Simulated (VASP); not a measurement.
# SnO2 (P4_2/mnm) in VASP: relaxation of shape and atoms at fixed volume with r2SCAN

Aim: the relaxation of shape and atoms at fixed volume of SnO2 with r2SCAN.

All numbers are computed with VASP 6.6.1; they aren't measurements. Logs are shortened: lines on timing, memory, paths and dates and some standing lists are left out, and cuts for length are marked.

### Step 1. The cell of the first run

The structure is tetragonal, space group P4_2/mnm (No. 136). The conventional cell has a = 4.865 Å, b = 4.865 Å, c = 3.248 Å, α = 90.00°, β = 90.00°, γ = 90.00°. Within 2.8 Å of Sn (site symmetry mmm) lie 6 O at 2.10 to 2.11 Å. Within 2.8 Å of O (site symmetry m2m) lie 3 Sn at 2.10 to 2.11 Å and 1 O at 2.66 Å.

### Step 2. Relaxation of shape and atoms at fixed volume, r2SCAN (12.81 Å³/atom)

The input, POSCAR:

```
SnO2
1.0
    4.8650974444      0.0000000000      0.0000000000
    0.0000000000      4.8650974444      0.0000000000
    0.0000000000      0.0000000000      3.2477797809
Sn O
2 4
Direct
    0.0000000000      0.0000000000      0.0000000000
    0.5000000000      0.5000000000      0.5000000000
    0.3065540464      0.3065540464      0.0000000000
    0.1934459536      0.8065540464      0.5000000000
    0.6934459536      0.6934459536      0.0000000000
    0.8065540464      0.1934459536      0.5000000000
```

The input, INCAR.step1:

```
SYSTEM = SnO2
  PREC = Accurate
  ENCUT = 600
  ISMEAR = 0
  SIGMA = 0.02
  LREAL = .FALSE.
  LASPH = .TRUE.
  NELM = 60
  GGA = PE
  ALGO = Normal
  EDIFF = 1E-4
  LWAVE = .TRUE.
  LCHARG = .FALSE.
```

The input, INCAR.step2:

```
SYSTEM = SnO2
  PREC = Accurate
  ENCUT = 600
  EDIFF = 1E-6
  ISMEAR = 0
  SIGMA = 0.02
  LREAL = .FALSE.
  LASPH = .TRUE.
  NELM = 60
  ALGO = Normal
  ISIF = 4
  LWAVE = .FALSE.
  LCHARG = .FALSE.
  METAGGA = R2SCAN
  LMIXTAU = .TRUE.
  IBRION = 2
  NSW = 50
  EDIFFG = -0.01
  ISTART = 1
```

The input, KPOINTS:

```
regular mesh
0
G
  6 6 8
  0 0 0
```

Potentials or basis: VASP PAW PBE potentials, release 64 (Sn_d, O).

On the command line:

```console
cat potpaw_PBE.64/Sn_d/POTCAR potpaw_PBE.64/O/POTCAR > POTCAR
cp INCAR.step1 INCAR
mpirun -np 1 vasp_std > vasp.out
cp INCAR.step2 INCAR
mpirun -np 1 vasp_std > vasp.out
```

OUTCAR:

```text
SYSTEM = SnO2
   PREC = Accurate
   ENCUT = 600
   EDIFF = 1E-6
   ISMEAR = 0
   LREAL = .FALSE.
   LASPH = .TRUE.
   NELM = 60
   ISIF = 4
   METAGGA = R2SCAN
   IBRION = 2
   NSW = 50
   EDIFFG = -0.01
   ISTART = 1

 ion  position               nearest neighbor table
   1  0.000  0.000  0.000-   4 2.10   6 2.10   4 2.10   6 2.10   5 2.11   3 2.11
   2  0.500  0.500  0.500-   3 2.10   5 2.10   3 2.10   5 2.10   4 2.11   6 2.11
   3  0.307  0.307  0.000-   2 2.10   2 2.10   1 2.11
   4  0.193  0.807  0.500-   1 2.10   1 2.10   2 2.11
   5  0.693  0.693  0.000-   2 2.10   2 2.10   1 2.11
   6  0.807  0.193  0.500-   1 2.10   1 2.10   2 2.11

  LATTYP: Found a simple tetragonal cell.
 ALAT       =     4.8650974444
 C/A-ratio  =     0.6675672621

  Lattice vectors:

 A1 = (   4.8650974444,   0.0000000000,   0.0000000000)
 A2 = (   0.0000000000,   4.8650974444,   0.0000000000)
 A3 = (   0.0000000000,   0.0000000000,   3.2477797809)

Analysis of symmetry for initial positions (statically):
=====================================================================
 Subroutine PRICEL returns:
 Original cell was already a primitive cell.

 Routine SETGRP: Setting up the symmetry group for a
 simple tetragonal supercell.

 Subroutine GETGRP returns: Found 16 space group operations
 (whereof  8 operations were pure point group operations)
 out of a pool of 16 trial point group operations.

The static configuration has the point symmetry D_2h.
 The point group associated with its full space group is D_4h.

Analysis of symmetry for dynamics (positions and initial velocities):
=====================================================================
 Subroutine PRICEL returns:
 Original cell was already a primitive cell.

 Routine SETGRP: Setting up the symmetry group for a
 simple tetragonal supercell.

 Subroutine GETGRP returns: Found 16 space group operations
 (whereof  8 operations were pure point group operations)
 out of a pool of 16 trial point group operations.

The dynamic configuration has the point symmetry D_2h.
 The point group associated with its full space group is D_4h.

 Subroutine INISYM returns: Found 16 space group operations
 (whereof  8 operations are pure point group operations),
 and found     1 'primitive' translations

----------------------------------------------------------------------------------------

                                     Primitive cell

  volume of cell :      76.8723

  direct lattice vectors                    reciprocal lattice vectors
     4.865097444  0.000000000  0.000000000     0.205545729  0.000000000  0.000000000
     0.000000000  4.865097444  0.000000000     0.000000000  0.205545729  0.000000000
     0.000000000  0.000000000  3.247779781     0.000000000  0.000000000  0.307902650

  length of vectors
     4.865097444  4.865097444  3.247779781     0.205545729  0.205545729  0.307902650

  position of ions in fractional coordinates (direct lattice)
     0.000000000  0.000000000  0.000000000
     0.500000000  0.500000000  0.500000000
     0.306554046  0.306554046  0.000000000
     0.193445954  0.806554046  0.500000000
     0.693445954  0.693445954  0.000000000
     0.806554046  0.193445954  0.500000000

  ion indices of the primitive-cell ions
   primitive index   ion index
                 1           1
                 2           2
                 3           3
                 4           4
                 5           5
                 6           6

----------------------------------------------------------------------------------------

 KPOINTS: regular mesh

Automatic generation of k-mesh.
 Grid dimensions read from file:
 generate k-points for:    6    6    8

 Generating k-lattice:

  Cartesian coordinates                     Fractional coordinates (reciprocal lattice)
     0.034257621  0.000000000  0.000000000     0.166666667  0.000000000  0.000000000
     0.000000000  0.034257621  0.000000000     0.000000000  0.166666667  0.000000000
     0.000000000  0.000000000  0.038487831     0.000000000  0.000000000  0.125000000

  Length of vectors
     0.034257621  0.034257621  0.038487831

  Shift w.r.t. Gamma in fractional coordinates (k-lattice)
     0.000000000  0.000000000  0.000000000

 Subroutine IBZKPT returns following result:
 ===========================================

 Found     50 irreducible k-points:

 Following reciprocal coordinates:
            Coordinates               Weight
  0.000000  0.000000  0.000000      1.000000
  0.166667  0.000000  0.000000      4.000000
  0.333333  0.000000  0.000000      4.000000
  0.500000  0.000000  0.000000      2.000000
  0.166667  0.166667  0.000000      4.000000
  0.333333  0.166667  0.000000      8.000000
[... 16 lines left out ...]
  0.333333  0.000000  0.250000      8.000000
  0.500000  0.000000  0.250000      4.000000
 [... further k-points ...]
   k-points           NKPTS =     50   k-points in BZ     NKDIM =     50   number of bands    NBANDS=     31
   number of dos      NEDOS =    301   number of ions     NIONS =      6
   total plane-waves  NPLWV =  44800
   dimension x,y,z NGX =    40 NGY =   40 NGZ =   28
   dimension x,y,z NGXF=    80 NGYF=   80 NGZF=   56
   ions per type =               2   4
   NGX,Y,Z   is equivalent  to a cutoff of  13.67, 13.67, 14.33 a.u.
   NGXF,Y,Z  is equivalent  to a cutoff of  27.34, 27.34, 28.67 a.u.
 SYSTEM =  SnO2
   PREC   = accura    normal or accurate (medium, high low for compatibility)
   ISTART =      1    job   : 0-new  1-cont  2-samecut
   ICHARG =      0    charge: 1-file 2-atom 10-const
   ISPIN  =      1    spin polarized calculation?
   LNONCOLLINEAR =      F non collinear calculations
   LSORBIT =      F    spin-orbit coupling
   LASPH  =      T    aspherical Exc in radial PAW
   ENCUT  =  600.0 eV  44.10 Ry    6.64 a.u.   9.72  9.72  6.49*2*pi/ulx,y,z
   NELM   =     60;   NELMIN=  2; NELMDL=  0     # of ELM steps
   EDIFF  = 0.1E-05   stopping-criterion for ELM
   LREAL  =      F    real-space projection
   EDIFFG = -.1E-01   stopping-criterion for IOM
   NSW    =     50    number of steps for IOM
   IBRION =      2    ionic relax: 0-MD 1-quasi-New 2-CG
   NFREE  =      1    steps in history (QN), initial steepest desc. (CG)
   ISIF   =      4    stress and relaxation
   ISYM   =      2    0-nonsym 1-usesym 2-fastsym
   POTIM  = 0.5000    time-step for ionic-motion
   TEBEG  =    0.0;   TEEND  =   0.0 temperature during run
   PSTRESS=    0.0 pullay stress
   NELECT =      52.0000    total number of electrons
   NUPDOWN=      -1.0000    fix difference up-down
   EMIN   =  10.00;   EMAX   =-10.00  energy-range for DOS
   EFERMI =   0.00;   METHOD = LEGACY
   ISMEAR =     0;   SIGMA  =   0.02  broadening in eV -4-tet -1-fermi 0-gaus
   EFERMI_NEDOS =   21; number of points for ismear=-14 and -15
   IALGO  =     38    algorithm
   IMIX   =      4    mixing-type and parameters
     AMIX     =   0.40;   BMIX     =  1.00
     AMIX_MAG =   1.60;   BMIX_MAG =  1.00
  volume/ion in A,a.u.               =      12.81        86.46
  Fermi-wavevector in a.u.,A,eV,Ry     =   1.437097  2.715719 28.099399  2.065248
  Thomas-Fermi vector in A             =   2.556212
   LORBIT       =      0    0 simple, 1 ext, 2 COOP (PROOUT), +10 PAW based schemes
   METAGGA = R2SCAN    functional components
   LHFCALC =     F    Hartree Fock is set to
   AEXX    =    0.0000 exact exchange contribution
   IVDW    =     0    specifies the selected vdW correction
   LEPSILON=     F    determine dielectric tensor
   LRPA    =     F    only Hartree local field effects (RPA)
 conjugate gradient relaxation of ions
 non-spin polarized calculation
 Gauss-broadening in eV      SIGMA  =   0.02
  energy-cutoff  :      600.00
  volume of cell :       76.87
 maximum number of plane-waves:      2617
 NGX is ok and might be reduce to    40
   NGX = 19   NGY = 19   NGZ = 13

--------------------------------------- Ionic step        1  -------------------------------------------

 number of electron      51.9999994 magnetization

 Free energy of the ion-electron system (eV)
  ---------------------------------------------------
  ext. energy  EPLUGINS =         0.00000000
  ---------------------------------------------------
  free energy    TOTEN  =       -84.52627470 eV

  energy without entropy =      -84.52627470  energy(sigma->0) =      -84.52627470

------------------------ aborting loop because EDIFF is reached ----------------------------------------

  FORCE on cell =-STRESS in cart. coord.  units (eV):
  Direction    XX          YY          ZZ          XY          YZ          ZX
  --------------------------------------------------------------------------------------
  -------------------------------------------------------------------------------------
  Total       -4.5821498     -4.5821498     -5.1060188     -0.0000000      0.0000000      0.0000000
  in kB      -95.5015026    -95.5015026   -106.4200180     -0.0000000      0.0000000      0.0000000
  external PRESSURE =     -99.1410077 kB  Pullay stress =       0.0000000 kB
[... 65 lines left out ...]
  energy  without entropy=      -84.5277837976  energy(sigma->0) =      -84.52778380

--------------------------------------- Ionic step        3  -------------------------------------------

 number of electron      51.9999994 magnetization

 Free energy of the ion-electron system (eV)
  ---------------------------------------------------
  ext. energy  EPLUGINS =         0.00000000
  ---------------------------------------------------
  free energy    TOTEN  =       -84.52780618 eV

  energy without entropy =      -84.52780618  energy(sigma->0) =      -84.52780618

 E-fermi :   5.0405     XC(G=0): -11.6320

 val. band max:        4.8890378508   @ k =   0.0000   0.0000   0.0000
 cond. band min:       6.0779535288   @ k =   0.0000   0.0000   0.0000
 fundamental gap:      1.1889156780
 Fermi energy:         5.0405404034

 k-point     1 :       0.0000    0.0000    0.0000
  band No.  band energies     occupation
      1     -16.7583      2.00000
      2     -16.0169      2.00000
      3     -15.7769      2.00000
      4     -15.7769      2.00000
      5     -15.7591      2.00000
      6     -15.6855      2.00000
[... 805 lines left out ...]
     30      14.0253      0.00000
     31      14.7010      0.00000

 [... further k-points ...]

------------------------ aborting loop because EDIFF is reached ----------------------------------------

  FORCE on cell =-STRESS in cart. coord.  units (eV):
  Direction    XX          YY          ZZ          XY          YZ          ZX
  --------------------------------------------------------------------------------------
  -------------------------------------------------------------------------------------
  Total       -4.5848558     -4.5848558     -4.6196157      0.0000000      0.0000000      0.0000000
  in kB      -95.5579008    -95.5579008    -96.2823701      0.0000000      0.0000000      0.0000000
  external PRESSURE =     -95.7993906 kB  Pullay stress =       0.0000000 kB
[... 21 lines left out ...]
  FREE ENERGIE OF THE ION-ELECTRON SYSTEM (eV)
  ---------------------------------------------------
  free  energy   TOTEN  =       -84.5278061799 eV

  energy  without entropy=      -84.5278061799  energy(sigma->0) =      -84.52780618

 reached required accuracy - stopping structural energy minimisation
```

Wall time 25 min (1 thread of Oxide Virtual Turin-like, shared host); peak memory 0.25 GiB.

Results:

| Property | Result |
| --- | --- |
| Free energy | -84.5278 eV |
| Energy gained by relaxing | 0.3 meV/atom |
| Ionic steps | 3 |
| Pressure after relaxing | -9.6 GPa |
| Largest force after relaxing | 0.006 eV/Å |
| Band gap on the k mesh | 1.19 eV |

Forces in eV/Å, atoms in the order of the input:
```
Sn   0.000  0.000  0.000
Sn   0.000  0.000  0.000
O   -0.005 -0.005  0.000
O    0.005 -0.005  0.000
O    0.005  0.005  0.000
O   -0.005  0.005  0.000
```

The path:
```
step  energy change (eV)  largest force (eV/Å)  pressure (GPa)  volume (Å³)
   1              0.0000                0.0794           -9.91        76.87
   2             -0.0015                0.0041           -9.62        76.87
   3             -0.0015                0.0064           -9.58        76.87
```

Final structure:
```yaml
crystal:
  lattice:
    - [4.87289, 0.00000, 0.00000]
    - [0.00000, 4.87289, 0.00000]
    - [0.00000, 0.00000, 3.23740]
  atoms:
    - { symbol: Sn, position: [0.00000, 0.00000, 0.00000] }
    - { symbol: Sn, position: [0.50000, 0.50000, 0.50000] }
    - { symbol: O, position: [0.30719, 0.30719, 0.00000] }
    - { symbol: O, position: [0.19281, 0.80719, 0.50000] }
    - { symbol: O, position: [0.69281, 0.69281, 0.00000] }
    - { symbol: O, position: [0.80719, 0.19281, 0.50000] }
```

Levels at points of the mesh, in eV from the valence-band top:
| k point | band 22 | band 23 | band 24 | band 25 | band 26 | band 27 | band 28 | band 29 | band 30 | band 31 |
| --- | --- | --- | --- | --- | --- | --- | --- | --- | --- | --- |
| (0.00, 0.00, 0.00) | -1.21 | -1.21 | -0.74 | -0.74 | 0.00 | 1.19 | 6.31 | 6.80 | 6.80 | 10.82 |
| (0.50, 0.00, 0.00) | -1.87 | -1.16 | -1.16 | -0.60 | -0.60 | 4.38 | 4.38 | 7.52 | 7.52 | 11.12 |
| (0.50, 0.50, 0.00) | -1.80 | -1.27 | -1.27 | -0.88 | -0.88 | 4.80 | 4.80 | 7.82 | 7.82 | 11.22 |
| (0.00, 0.00, 0.50) | -2.50 | -1.51 | -1.51 | -1.19 | -1.19 | 6.21 | 6.21 | 10.07 | 10.07 | 11.21 |
| (0.50, 0.00, 0.50) | -1.64 | -1.02 | -1.02 | -0.74 | -0.74 | 6.45 | 6.45 | 8.29 | 8.29 | 11.49 |
| (0.50, 0.50, 0.50) | -2.43 | -0.92 | -0.92 | -0.80 | -0.80 | 4.98 | 4.98 | 9.28 | 9.28 | 11.45 |

Caveat: the PAW data sets were made with another functional, which shifts forces and pressure a little; spin-orbit coupling is left out, which moves the levels of the heavy elements.
